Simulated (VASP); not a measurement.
Here is a VASP 6.6.1 calculation.

INCAR

```
PREC = Accurate ; ENCUT = 600
EDIFF = 1E-6 ; ISMEAR = -1
SIGMA = 0.05 ; LREAL = F
LASPH = T ; NELM = 80
ALGO = Normal ; ISIF = 3
LWAVE = F ; LCHARG = F
IBRION = 2 ; NSW = 60
EDIFFG = -0.01
```

KPOINTS

```
regular mesh
0
Gamma
  8 8 8
```

POSCAR

```
BaF3
1.0
   -2.1223900000      2.1223900000      3.4192500000
    2.1223900000     -2.1223900000      3.4192500000
    2.1223900000      2.1223900000     -3.4192500000
Ba F
1 3
Direct
    0.0000000000      0.0000000000      0.0000000000
    0.7500000000      0.2500000000      0.5000000000
    0.2500000000      0.7500000000      0.5000000000
    0.5000000000      0.5000000000      0.0000000000
```

Potentials or basis: VASP PAW LDA potentials, release 64 (Ba_sv, F).

The run is started by

```sh
$ cat potpaw_LDA.64/Ba_sv/POTCAR potpaw_LDA.64/F/POTCAR > POTCAR
$ mpirun -np 1 vasp_std > vasp.out
```

Estimate the relaxed volume.

14.02 Å³/atom.

Estimate the relaxed cell.

a = 4.425 Å, b = 4.425 Å, c = 4.425 Å, α = 124.92°, β = 124.92°, γ = 81.67°.

Estimate the space group after relaxing (to 0.1 Å).

I4/mmm (No. 139).

Predict the band gap on the k mesh.

zero (an odd number of electrons rules out a gap without spin polarisation).

Step by step:
```csv
step,energy change (eV),largest force (eV/Å),pressure (GPa),volume (Å³)
1,0.0000,0.0000,-5.81,61.61
2,-0.1087,0.0000,-0.96,56.76
3,-0.1108,0.0000,-0.02,56.07
4,-0.1108,0.0000,0.12,55.96
5,-0.1109,0.0000,0.00,56.05
6,-0.1109,0.0000,-0.13,56.14
7,-0.1110,0.0000,-0.12,56.14
8,-0.1112,0.0000,-0.09,56.11
9,-0.1114,0.0000,-0.08,56.07
```

Caveat: spin-orbit coupling is left out, which moves the levels of the heavy elements; an odd number of electrons without spin polarisation forces a metal; a magnetic or distorted state may lie lower.
